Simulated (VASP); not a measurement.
## BaS (CsCl type): single point with PBE

Crystal: BaS (CsCl type).

```xyz
2
Lattice="3.0482 0.0000 0.0000 0.0000 3.0482 0.0000 0.0000 0.0000 3.0482" Properties=species:S:1:pos:R:3 pbc="T T T"
Ba    0.0000    0.0000    0.0000
S     1.5241    1.5241    1.5241
```

```json
{"Program": "VASP 6.6.1", "Task": "single point", "Functional": "PBE", "Potentials or basis": "VASP PAW PBE potentials, release 64 (Ba_sv, S)", "Cutoff": "520 eV", "k mesh": "10 × 10 × 10", "Occupations": "fermi-dirac, width 0.05 eV", "Spin": "no spin polarisation", "Dipole correction": "no", "k mesh for the DOS": "15 × 15 × 15", "Occupations for the DOS": "tetrahedron", "Further INCAR settings": "ALGO = Normal; EDIFF = 1e-07; NBANDS = 15"}
```

- Valence electrons inside the program's atomic spheres: Ba 8.93; S 4.08

Levels at points of the mesh, in eV from the Fermi level:
```csv
k point,band 5,band 6,band 7,band 8,band 9,band 10,band 11,band 12
"(0.00, 0.00, 0.00)",-11.39,-1.57,-1.57,1.01,1.01,1.01,8.62,8.62
```

Wall time 40 s on 1 thread of Intel Xeon 8259CL (shared host), peak memory 0.18 GiB.

Caveat: spin-orbit coupling is left out, which moves the levels of the heavy elements.
